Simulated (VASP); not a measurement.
Here is a VASP 6.6.1 calculation.

INCAR

```
SYSTEM = Sc2AlN3
PREC     = Accurate       ! precision mode
ENCUT    = 520            ! plane-wave cutoff, eV
EDIFF    = 1E-6           ! SCF threshold, eV
ISMEAR   = 0              ! smearing method
SIGMA    = 0.1            ! smearing width, eV
LREAL    = .False.        ! projectors in reciprocal space
LASPH    = .True.         ! aspherical terms in the spheres
NELM     = 150            ! most SCF steps
ALGO     = Normal         ! electronic algorithm
ISIF     = 2              ! what is computed and relaxed
LWAVE    = .False.        ! write WAVECAR
LCHARG   = .False.        ! write CHGCAR
ISPIN    = 2              ! spin polarisation
MAGMOM   = 0 0 0 1 1 1    ! initial moments
LORBIT   = 11             ! projections on sites
LMAXMIX  = 4              ! l up to which the mixer works
GGA      = PE             ! functional
NBANDS   = 33             ! bands
```

File KPOINTS:

```
regular mesh
0
Gamma
  6 6 6
  0 0 0
```

The input POSCAR:

```
Sc2AlN3
1.0
   -2.5235715600      2.5235715600      3.7532666100
    2.5235715600     -2.5235715600      3.7532666100
    2.5235715600      2.5235715600     -3.7532666100
Sc Al N
2 1 3
Direct
    0.7500000000      0.2500000000      0.5000000000
    0.2500000000      0.7500000000      0.5000000000
    0.5000000000      0.5000000000      0.0000000000
    0.5000000000      0.0000000000      0.5000000000
    0.0000000000      0.5000000000      0.5000000000
    0.0000000000      0.0000000000      0.0000000000
```

Potentials or basis: VASP PAW PBE potentials, release 64 (Sc_sv, Al, N).

Launch:

```sh
$ cat potpaw_PBE.64/Sc_sv/POTCAR potpaw_PBE.64/Al/POTCAR potpaw_PBE.64/N/POTCAR > POTCAR
$ mpirun -np 1 vasp_std > vasp.out
```

(1) Predict the site moments.

(2) Predict the pressure.

(3) Predict the net moment.

Answers

(1) Sc -0.00; Al +0.02; N +0.03, +0.29 (each value once) μB.

(2) 7.1 GPa.

(3) 0.50 μB per cell.

Caveat: the cell stands under pressure.
